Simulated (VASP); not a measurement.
# Br (P6/mmm) in VASP: notebook

Br is run at these levels: PBE; tasks: single point.

Program: VASP 6.6.1. These are calculated values, not measurements. Logs are shortened: lines on timing, memory, paths and dates and some standing lists are left out, and cuts for length are marked.

### Step 1. The cell of the first run

It takes space group P6/mmm (No. 191, hexagonal). Conventional cell: a = 3.583 Å, b = 3.583 Å, c = 2.569 Å, α = 90.00°, β = 90.00°, γ = 120.00°. Within 3.4 Å of Br (site symmetry 6/mmm) lie 2 Br at 2.57 Å.

### Step 2. Single point, PBE (volume scaled by 0.8)

The input, INCAR:

```
SYSTEM = Br
  ALGO = Normal
  EDIFF = 1E-6
  ENCUT = 520
  GGA = PE
  ISIF = 2
  ISMEAR = -1
  LASPH = .True.
  LCHARG = .True.
  LELF = .True.
  LREAL = .False.
  LVHAR = .True.
  LWAVE = .False.
  NBANDS = 10
  NELM = 100
  PREC = Accurate
  SIGMA = 0.1
```

The input, KPOINTS:

```
k-points
0
Gamma
  15 15 14
  0 0 0
```

The input, POSCAR:

```
Br
1.0
    3.5825445782      0.0000000000      0.0000000000
   -1.7912722891      3.1025746150      0.0000000000
    0.0000000000      0.0000000000      2.5686394923
Br
1
Direct
    0.0000000000      0.0000000000      0.0000000000
```

Potentials or basis: VASP PAW PBE potentials, release 64 (Br).

Launch:

```
cat potpaw_PBE.64/Br/POTCAR > POTCAR
mpirun -np 1 vasp_std > vasp.out
```

OUTCAR:

```text
SYSTEM = Br
   EDIFF = 1E-6
   ENCUT = 520
   GGA = PE
   ISIF = 2
   ISMEAR = -1
   LASPH = .True.
   LREAL = .False.
   NELM = 100
   PREC = Accurate

 ion  position               nearest neighbor table
   1  0.000  0.000  0.000-

  LATTYP: Found a hexagonal cell.
 ALAT       =     3.5825445782
 C/A-ratio  =     0.7169874474

  Lattice vectors:

 A1 = (   3.5825445782,   0.0000000000,   0.0000000000)
 A2 = (  -1.7912722891,   3.1025746150,   0.0000000000)
 A3 = (   0.0000000000,   0.0000000000,   2.5686394923)

Analysis of symmetry for initial positions (statically):
=====================================================================
 Subroutine PRICEL returns:
 Original cell was already a primitive cell.

 Routine SETGRP: Setting up the symmetry group for a
 hexagonal supercell.

 Subroutine GETGRP returns: Found 24 space group operations
 (whereof 24 operations were pure point group operations)
 out of a pool of 24 trial point group operations.

The static configuration has the point symmetry D_6h.

Analysis of symmetry for dynamics (positions and initial velocities):
=====================================================================
 Subroutine PRICEL returns:
 Original cell was already a primitive cell.

 Routine SETGRP: Setting up the symmetry group for a
 hexagonal supercell.

 Subroutine GETGRP returns: Found 24 space group operations
 (whereof 24 operations were pure point group operations)
 out of a pool of 24 trial point group operations.

The dynamic configuration has the point symmetry D_6h.

 Subroutine INISYM returns: Found 24 space group operations
 (whereof 24 operations are pure point group operations),
 and found     1 'primitive' translations

----------------------------------------------------------------------------------------

                                     Primitive cell

  volume of cell :      28.5507

  direct lattice vectors                    reciprocal lattice vectors
     3.582544578  0.000000000  0.000000000     0.279131209  0.161156479  0.000000000
    -1.791272289  3.102574615  0.000000000     0.000000000  0.322312957  0.000000000
     0.000000000  0.000000000  2.568639492     0.000000000  0.000000000  0.389311152

  length of vectors
     3.582544578  3.582544578  2.568639492     0.322312957  0.322312957  0.389311152

  position of ions in fractional coordinates (direct lattice)
     0.000000000  0.000000000  0.000000000

  ion indices of the primitive-cell ions
   primitive index   ion index
                 1           1

----------------------------------------------------------------------------------------

 KPOINTS: k-points

Automatic generation of k-mesh.
 Grid dimensions read from file:
 generate k-points for:   15   15   14

 Generating k-lattice:

  Cartesian coordinates                     Fractional coordinates (reciprocal lattice)
     0.018608747  0.010743765  0.000000000     0.066666667  0.000000000  0.000000000
     0.000000000  0.021487530  0.000000000     0.000000000  0.066666667  0.000000000
     0.000000000  0.000000000  0.027807939     0.000000000  0.000000000  0.071428571

  Length of vectors
     0.021487530  0.021487530  0.027807939

  Shift w.r.t. Gamma in fractional coordinates (k-lattice)
     0.000000000  0.000000000  0.000000000

 Subroutine IBZKPT returns following result:
 ===========================================

 Found    216 irreducible k-points:

 Following reciprocal coordinates:
            Coordinates               Weight
  0.000000  0.000000  0.000000      1.000000
  0.066667  0.000000  0.000000      6.000000
  0.133333  0.000000  0.000000      6.000000
  0.200000  0.000000  0.000000      6.000000
  0.266667  0.000000  0.000000      6.000000
  0.333333  0.000000  0.000000      6.000000
[... 16 lines left out ...]
  0.333333  0.200000  0.000000     12.000000
  0.400000  0.200000  0.000000      6.000000
 [... further k-points ...]
   k-points           NKPTS =    216   k-points in BZ     NKDIM =    216   number of bands    NBANDS=     10
   number of dos      NEDOS =    301   number of ions     NIONS =      1
   total plane-waves  NPLWV =  15680
   dimension x,y,z NGX =    28 NGY =   28 NGZ =   20
   dimension x,y,z NGXF=    56 NGYF=   56 NGZF=   40
   ions per type =               1
   NGX,Y,Z   is equivalent  to a cutoff of  12.99, 12.99, 12.94 a.u.
   NGXF,Y,Z  is equivalent  to a cutoff of  25.99, 25.99, 25.89 a.u.
 SYSTEM =  Br
   PREC   = accura    normal or accurate (medium, high low for compatibility)
   ISTART =      0    job   : 0-new  1-cont  2-samecut
   ICHARG =      2    charge: 1-file 2-atom 10-const
   ISPIN  =      1    spin polarized calculation?
   LNONCOLLINEAR =      F non collinear calculations
   LSORBIT =      F    spin-orbit coupling
   LASPH  =      T    aspherical Exc in radial PAW
   ENCUT  =  520.0 eV  38.22 Ry    6.18 a.u.   6.66  6.66  4.78*2*pi/ulx,y,z
   NELM   =    100;   NELMIN=  2; NELMDL= -5     # of ELM steps
   EDIFF  = 0.1E-05   stopping-criterion for ELM
   LREAL  =      F    real-space projection
   EDIFFG = 0.1E-04   stopping-criterion for IOM
   NSW    =      0    number of steps for IOM
   IBRION =     -1    ionic relax: 0-MD 1-quasi-New 2-CG
   NFREE  =      0    steps in history (QN), initial steepest desc. (CG)
   ISIF   =      2    stress and relaxation
   ISYM   =      2    0-nonsym 1-usesym 2-fastsym
   POTIM  = 0.5000    time-step for ionic-motion
   TEBEG  =    0.0;   TEEND  =   0.0 temperature during run
   PSTRESS=    0.0 pullay stress
   NELECT =       7.0000    total number of electrons
   NUPDOWN=      -1.0000    fix difference up-down
   EMIN   =  10.00;   EMAX   =-10.00  energy-range for DOS
   EFERMI =   0.00;   METHOD = LEGACY
   ISMEAR =    -1;   SIGMA  =   0.10  broadening in eV -4-tet -1-fermi 0-gaus
   EFERMI_NEDOS =   21; number of points for ismear=-14 and -15
   IALGO  =     38    algorithm
   IMIX   =      4    mixing-type and parameters
     AMIX     =   0.40;   BMIX     =  1.00
     AMIX_MAG =   1.60;   BMIX_MAG =  1.00
  volume/ion in A,a.u.               =      28.55       192.67
  Fermi-wavevector in a.u.,A,eV,Ry     =   1.024633  1.936276 14.284398  1.049874
  Thomas-Fermi vector in A             =   2.158431
   LORBIT       =      0    0 simple, 1 ext, 2 COOP (PROOUT), +10 PAW based schemes
   GGA     = PE    functional components
[... 5 lines left out ...]
 non-spin polarized calculation
  energy-cutoff  :      520.00
  volume of cell :       28.55
 maximum number of plane-waves:       784
 NGX is ok and might be reduce to    28

 number of electron       6.9999999 magnetization

 Free energy of the ion-electron system (eV)
  ---------------------------------------------------
  ext. energy  EPLUGINS =         0.00000000
  ---------------------------------------------------
  free energy    TOTEN  =        -1.50969072 eV

  energy without entropy =       -1.48779780  energy(sigma->0) =       -1.49874426

 E-fermi :   1.1725     XC(G=0):  -8.7023

 val. band max:        1.1710443378   @ k =   0.2667   0.1333   0.5000
 cond. band min:       1.1863773301   @ k =   0.2000   0.1333   0.4286
 fundamental gap:      0.0153329923
 Fermi energy:         1.1724604263

 k-point     1 :       0.0000    0.0000    0.0000
  band No.  band energies     occupation
      1     -14.9104      2.00000
      2      -0.1886      2.00000
      3      -0.1886      2.00000
      4       4.8852      0.00000
      5       6.8150      0.00000
      6      11.7922      0.00000
      7      11.7922      0.00000
      8      13.3985      0.00000
      9      15.7372      0.00000
     10      24.2024      0.00000

 k-point     2 :       0.0667    0.0000    0.0000
  band No.  band energies     occupation
      1     -14.8896      2.00000
      2      -0.3842      2.00000
      3      -0.2238      2.00000
      4       4.8969      0.00000
      5       7.0678      0.00000
      6      11.4834      0.00000
      7      11.9503      0.00000
      8      13.4322      0.00000
      9      16.2781      0.00000
     10      23.8815      0.00000

 k-point     3 :       0.1333    0.0000    0.0000
  band No.  band energies     occupation
      1     -14.8301      2.00000
      2      -0.8823      2.00000
      3      -0.3206      2.00000
      4       4.9303      0.00000
      5       7.6929      0.00000
      6      10.9266      0.00000
      7      12.4150      0.00000
      8      13.5299      0.00000
      9      17.5739      0.00000
     10      23.1957      0.00000

 k-point     4 :       0.2000    0.0000    0.0000
  band No.  band energies     occupation
      1     -14.7399      2.00000
      2      -1.5151      2.00000
      3      -0.4571      2.00000
      4       4.9803      0.00000
      5       8.2924      0.00000
      6      10.7004      0.00000
      7      13.1612      0.00000
      8      13.6818      0.00000
      9      19.2680      0.00000
     10      22.4558      0.00000
[... 222 lines left out ...]
 k-point    22 :       0.2667    0.2000    0.0000
  band No.  band energies     occupation
      1     -14.4174      2.00000
      2      -2.8072      2.00000
      3      -1.4958      2.00000
      4       5.1518      0.00000
      5       9.7752      0.00000
      6      11.3529      0.00000
      7      14.2304      0.00000
      8      17.6429      0.00000
      9      20.0968      0.00000
     10      21.1653      0.00000

 k-point    23 :       0.3333    0.2000    0.0000
  band No.  band energies     occupation
      1     -14.3602      2.00000
      2      -2.9671      2.00000
      3      -1.6956      2.00000
      4       5.1811      0.00000
      5       9.6199      0.00000
      6      12.4434      0.00000
      7      14.2809      0.00000
      8      17.9357      0.00000
      9      19.6423      0.00000
     10      21.0300      0.00000

 k-point    24 :       0.4000    0.2000    0.0000
  band No.  band energies     occupation
      1     -14.3397      2.00000
      2      -3.0221      2.00000
      3      -1.7658      2.00000
      4       5.1915      0.00000
      5       9.5655      0.00000
      6      13.0160      0.00000
      7      14.2425      0.00000
      8      17.4966      0.00000
      9      20.0736      0.00000
     10      20.9853      0.00000

 [... further k-points ...]

------------------------ aborting loop because EDIFF is reached ----------------------------------------

  FORCE on cell =-STRESS in cart. coord.  units (eV):
  Direction    XX          YY          ZZ          XY          YZ          ZX
  --------------------------------------------------------------------------------------
  -------------------------------------------------------------------------------------
  Total        0.5499176      0.5499176      0.5626229      0.0000000     -0.0000000      0.0000000
  in kB       30.8596650     30.8596650     31.5726486      0.0000000     -0.0000000      0.0000000
  external PRESSURE =      31.0973262 kB  Pullay stress =       0.0000000 kB

 VOLUME and BASIS-vectors are now :
 -----------------------------------------------------------------------------
  energy-cutoff  :      520.00
  volume of cell :       28.55
      direct lattice vectors                 reciprocal lattice vectors
     3.582544578  0.000000000  0.000000000     0.279131209  0.161156479  0.000000000
    -1.791272289  3.102574615  0.000000000     0.000000000  0.322312957  0.000000000
     0.000000000  0.000000000  2.568639492     0.000000000  0.000000000  0.389311152

 POSITION                                       TOTAL-FORCE (eV/Angst)
 -----------------------------------------------------------------------------------
      0.00000      0.00000      0.00000        -0.000000      0.000000      0.000000
 -----------------------------------------------------------------------------------
    total drift:                                0.000000      0.000000      0.000000

  FREE ENERGIE OF THE ION-ELECTRON SYSTEM (eV)
  ---------------------------------------------------
  free  energy   TOTEN  =        -1.5096907206 eV

  energy  without entropy=       -1.4877978024  energy(sigma->0) =       -1.49874426
```

Run time: 19 s. Hardware: 1 thread of Intel Xeon 6975P-C (Granite Rapids), shared host; peak memory 0.17 GiB.

What came out:

| Property | Result |
| --- | --- |
| Free energy | -1.5097 eV |
| Pressure | 3.1 GPa |

Levels at points of the mesh, in eV from the Fermi level:
| k point | band 1 | band 2 | band 3 | band 4 | band 5 | band 6 | band 7 | band 8 |
| --- | --- | --- | --- | --- | --- | --- | --- | --- |
| (0.00, 0.00, 0.00) | -16.08 | -1.36 | -1.36 | 3.71 | 5.64 | 10.62 | 10.62 | 12.23 |
| (0.00, 0.00, 0.50) | -13.17 | -6.43 | 0.70 | 0.70 | 10.66 | 11.44 | 11.70 | 11.70 |

Caveat: the cell differs from its parent crystal (volume scaled by 0.8); an odd number of electrons without spin polarisation forces a metal; a magnetic or distorted state may lie lower.

### Step 3. Single point, PBE

This run uses another cell than the first one, of 32.12 Å³/atom, 1.125 times its volume.

The input, INCAR:

```
SYSTEM = Br
  PREC = Accurate
  ENCUT = 520
  EDIFF = 1E-6
  ISMEAR = -1
  SIGMA = 0.1
  LREAL = .FALSE.
  LASPH = .TRUE.
  NELM = 80
  ALGO = Normal
  ISIF = 2
  LWAVE = .FALSE.
  LCHARG = .TRUE.
  GGA = PE
  LELF = .TRUE.
  LVHAR = .TRUE.
  NBANDS = 10
```

The input, KPOINTS:

```
Automatic mesh
0
G
  15 15 14
  0 0 0
```

The input, POSCAR:

```
Br
1.0
    3.7840996312      0.0000000000      0.0000000000
   -1.8920498156      3.2771264111      0.0000000000
    0.0000000000      0.0000000000      2.5900834651
Br
1
Direct
    0.0000000000      0.0000000000      0.0000000000
```

Potentials or basis: VASP PAW PBE potentials, release 64 (Br).

Launch:

```
cat potpaw_PBE.64/Br/POTCAR > POTCAR
mpirun -np 1 vasp_std > vasp.out
```

It took 20 s on 1 thread of Intel Xeon 6975P-C (Granite Rapids), shared host; peak memory 0.18 GiB.

It converged, with:

```
Free energy : -1.5502 eV
Pressure    : 0.9 GPa
```

Levels at points of the mesh, in eV from the Fermi level:
```csv
k point,band 1,band 2,band 3,band 4,band 5,band 6,band 7
"(0.00, 0.00, 0.00)",-15.62,-1.49,-1.49,3.82,5.47,10.43,10.43
"(0.00, 0.00, 0.50)",-12.85,-5.94,0.54,0.54,10.42,11.26,11.30
```

Caveat: an odd number of electrons without spin polarisation forces a metal; a magnetic or distorted state may lie lower.

### Step 4. Single point, PBE

The input, INCAR:

```
PREC = Accurate
ENCUT = 520
EDIFF = 1E-6
ISMEAR = -1
SIGMA = 0.1
LREAL = F
LASPH = T
NELM = 80
ALGO = Normal
ISIF = 2
LWAVE = F
LCHARG = T
GGA = PE
LELF = T
LVHAR = T
NBANDS = 10
```

The input, KPOINTS:

```
Automatic mesh
0
Gamma
  15 15 14
```

The input, POSCAR:

```
Br
1.0
    3.7840996312      0.0000000000      0.0000000000
   -1.8920498156      3.2771264110      0.0000000000
    0.0000000000      0.0000000000      2.5900834651
Br
1
Direct
    0.0000000000      0.0000000000      0.0000000000
```

Launch:

```
cat potpaw_PBE.64/Br/POTCAR > POTCAR
mpirun -np 1 vasp_std > vasp.out
```

It took 50 s on 1 thread of Intel Xeon Platinum 8488C (Sapphire Rapids), shared host; peak memory 0.18 GiB.

The run converged. Its results:

| Item | Value |
| --- | --- |
| Free energy | -1.5502 eV |
| Pressure | 0.9 GPa |

Levels at points of the mesh, in eV from the Fermi level:
```tsv
k point	band 1	band 2	band 3	band 4	band 5	band 6	band 7	band 8
(0.00, 0.00, 0.00)	-15.62	-1.49	-1.49	3.82	5.47	10.43	10.43	12.50
(0.00, 0.00, 0.50)	-12.85	-5.94	0.54	0.54	10.42	11.26	11.30	11.30
```

Caveat: an odd number of electrons without spin polarisation forces a metal; a magnetic or distorted state may lie lower.

### Step 5. Single point, PBE

The input, INCAR:

```
SYSTEM = Br
ALGO = Normal ; EDIFF = 1E-7
ENCUT = 520 ; GGA = PE
ISIF = 2 ; ISMEAR = -1
LASPH = .TRUE. ; LCHARG = .FALSE.
LREAL = .FALSE. ; LWAVE = .FALSE.
NBANDS = 10 ; NELM = 60
PREC = Accurate ; SIGMA = 0.1
```

The input, KPOINTS:

```
k-points
0
G
  15 15 14
  0 0 0
```

POSCAR is that of step 4.

Launch:

```
cat potpaw_PBE.64/Br/POTCAR > POTCAR
mpirun -np 1 vasp_std > vasp.out
```

Wall time 52 s (1 thread of Intel Xeon Platinum 8488C (Sapphire Rapids), shared host); peak memory 0.18 GiB.

Results (log left out):

* Free energy: -1.5502 eV
* Pressure: 0.9 GPa

Levels at points of the mesh, in eV from the Fermi level:
```tsv
k point	band 1	band 2	band 3	band 4	band 5	band 6	band 7	band 8
(0.00, 0.00, 0.00)	-15.62	-1.49	-1.49	3.82	5.47	10.43	10.43	12.50
(0.00, 0.00, 0.50)	-12.85	-5.94	0.54	0.54	10.42	11.26	11.30	11.30
```

Caveat: an odd number of electrons without spin polarisation forces a metal; a magnetic or distorted state may lie lower.

### Step 6. Single point, PBE

This run uses another cell than the first one, of 35.69 Å³/atom, 1.250 times its volume.

The input, INCAR:

```
SYSTEM = Br
ALGO = Normal ; EDIFF = 1E-6
ENCUT = 520 ; GGA = PE
ISIF = 2 ; ISMEAR = -1
LASPH = .True. ; LCHARG = .False.
LREAL = .False. ; LWAVE = .False.
NBANDS = 10 ; NELM = 60
PREC = Accurate ; SIGMA = 0.1
```

The input, KPOINTS:

```
k-points
0
Gamma
  15 15 14
  0 0 0
```

The input, POSCAR:

```
Br
1.0
    3.9820846266      0.0000000000      0.0000000000
   -1.9910423133      3.4485864467      0.0000000000
    0.0000000000      0.0000000000      2.5988152346
Br
1
Direct
    0.0000000000      0.0000000000      0.0000000000
```

Potentials or basis: VASP PAW PBE potentials, release 64 (Br).

Launch:

```
cat potpaw_PBE.64/Br/POTCAR > POTCAR
mpirun -np 1 vasp_std > vasp.out
```

Run time: 64 s. Hardware: 1 thread of Intel Xeon Platinum 8488C (Sapphire Rapids), shared host; peak memory 0.2 GiB.

The run converged. Its results:

```yaml
Free_energy: -1.5585 eV
Pressure: 0.0 GPa
```

Levels at points of the mesh, in eV from the Fermi level:
```tsv
k point	band 1	band 2	band 3	band 4	band 5	band 6
(0.00, 0.00, 0.00)	-15.35	-1.62	-1.62	3.92	5.33	10.21
(0.00, 0.00, 0.50)	-12.64	-5.66	0.43	0.43	10.29	10.92
```

Caveat: an odd number of electrons without spin polarisation forces a metal; a magnetic or distorted state may lie lower.

### Step 7. The runs side by side

| cell | gap on the mesh (eV) | pressure (GPa) |
| --- | --- | --- |
| a = 3.583, b = 3.583, c = 2.569 Å, angles 90.0, 90.0, 120.0°, 1 atom | none | 3.1 |
| a = 3.784, b = 3.784, c = 2.590 Å, angles 90.0, 90.0, 120.0°, 1 atom | none | 0.9 |
| a = 3.982, b = 3.982, c = 2.599 Å, angles 90.0, 90.0, 120.0°, 1 atom | none | 0.0 |

Alike in all rows: task single point; level PBE; potentials or basis VASP PAW PBE potentials, release 64 (Br); no spin polarisation; k mesh 15 × 15 × 14; cutoff (eV) 520; smearing fermi-dirac 0.1 eV.

Caveats: an odd number of electrons without spin polarisation forces a metal; a magnetic or distorted state may lie lower.

Total energies depend on the potentials used, so only differences within one code and one set of settings carry meaning.
